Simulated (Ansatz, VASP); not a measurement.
## Two plane-wave programs on Ge

The input INCAR:

```
SYSTEM = Ge
PREC = Accurate
ENCUT = 520
EDIFF = 1E-6
ISMEAR = -1
SIGMA = 0.05
LREAL = .FALSE.
LASPH = .TRUE.
NELM = 60
ALGO = Normal
ISIF = 2
LWAVE = .FALSE.
LCHARG = .FALSE.
NBANDS = 21
```

File KPOINTS:

```
Automatic mesh
0
G
  11 11 11
  0 0 0
```

The input POSCAR:

```
Ge
1.0
   -2.4791465020      2.6330714371      1.4273027698
    2.4791465020     -2.6330714371      1.4273027698
    2.4791465020      2.6330714371     -1.4273027698
Ge
2
Direct
    0.3140570000      0.0640570000      0.2500000000
    0.6859430000      0.9359430000      0.7500000000
```

input.yaml

```yaml
crystal:
  lattice:
    - [-2.479146502, 2.6330714371, 1.4273027698]
    - [2.479146502, -2.6330714371, 1.4273027698]
    - [2.479146502, 2.6330714371, -1.4273027698]
  atoms:
    - { symbol: Ge, position: [0.314057, 0.064057, 0.25] }
    - { symbol: Ge, position: [0.685943, 0.935943, 0.75] }
hamiltonian:
  xc: lda
  pseudopotentials: { kind: paw }
kpoints:
  mp_grid: { grid: [11, 11, 11] }
scf:
  occupations: { method: fermi_dirac, width: 0.05 }
output:
  forces: true
  stress: true
  eigenvalues: true
```

Alike in both runs: task single point; functional LDA; k mesh 11 × 11 × 11; occupations fermi-dirac, width 0.05 eV; no spin polarisation.

```csv
,VASP,Ansatz
version,VASP 6.6.1,Ansatz 0.2.0
potentials or method,"VASP PAW LDA potentials, release 64 (Ge_d)",Ansatz PAW
plane-wave cutoff (eV),520,420
valence electrons in the cell,28,28
```

|  | VASP | Ansatz | Ansatz less VASP |
| --- | --- | --- | --- |
| gap on the k mesh at the Fermi level (eV) | none | none | - |
| pressure (GPa) | -2.9 | -2.9 | 0.00 |
| traceless stress, the component that is largest in VASP (GPa) | 1.22 | 1.22 | -0.004 |
| rms of the force components (eV/Å) | 0.039 | 0.039 | 0.0000 |

LDA's correlation is that of Perdew and Zunger in VASP and of Perdew and Wang (1992) in Ansatz. Atom by atom the forces differ by 0.000 eV/Å (rms over components). A gap of «none» marks a metal or a gap that the smearing closes.
